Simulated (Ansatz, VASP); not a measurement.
## MgS: VASP beside Ansatz

INCAR

```
ALGO = Normal
EDIFF = 1E-6
ENCUT = 600
GGA = PS
GGA_COMPAT = F
ISIF = 2
ISMEAR = 0
LASPH = T
LCHARG = T
LELF = T
LREAL = F
LVHAR = T
LWAVE = F
NBANDS = 11
NELM = 120
PREC = Accurate
SIGMA = 0.01
```

File KPOINTS:

```
k-points
0
Gamma
  6 6 6
```

File POSCAR:

```
MgS
1.0
    0.0000000000      2.6015177399      2.6015177399
    2.6015177399      0.0000000000      2.6015177399
    2.6015177399      2.6015177399      0.0000000000
Mg S
1 1
Direct
    0.0000000000      0.0000000000      0.0000000000
    0.5000000000      0.5000000000      0.5000000000
```

Input for Ansatz:

```yaml
crystal:
  lattice:
    - [0.0, 2.6015177399, 2.6015177399]
    - [2.6015177399, 0.0, 2.6015177399]
    - [2.6015177399, 2.6015177399, 0.0]
  atoms:
    - { symbol: Mg, position: [0.0, 0.0, 0.0] }
    - { symbol: S, position: [0.5, 0.5, 0.5] }
kpoints:
  mp_grid: { grid: [6, 6, 6] }
hamiltonian:
  xc: pbesol
scf:
  occupations: { method: fixed }
  n_extra_bands: 4
  mixing: { preconditioner: none }
output:
  forces: true
  stress: true
  eigenvalues: true
```

Alike in both runs: task single point; functional PBEsol; k mesh 6 × 6 × 6; no spin polarisation.

```csv
,VASP,Ansatz
version,VASP 6.6.1,Ansatz 0.2.0
potentials or method,"VASP PAW PBE potentials, release 64 (Mg, S)",plane waves
plane-wave cutoff (eV),600,420
occupations,"gaussian, width 0.01 eV",fixed
valence electrons in the cell,8,16
```

```tsv
	VASP	Ansatz	Ansatz less VASP
gap on the k mesh at the Fermi level (eV)	2.70	2.70	-0.002
pressure (GPa)	-1.1	-0.9	+0.19
```

VASP's potentials were made for PBE, not for PBEsol. VASP's potentials hold 8 valence electrons a cell and Ansatz's 16, so a difference there can come from the potentials and not from the codes.
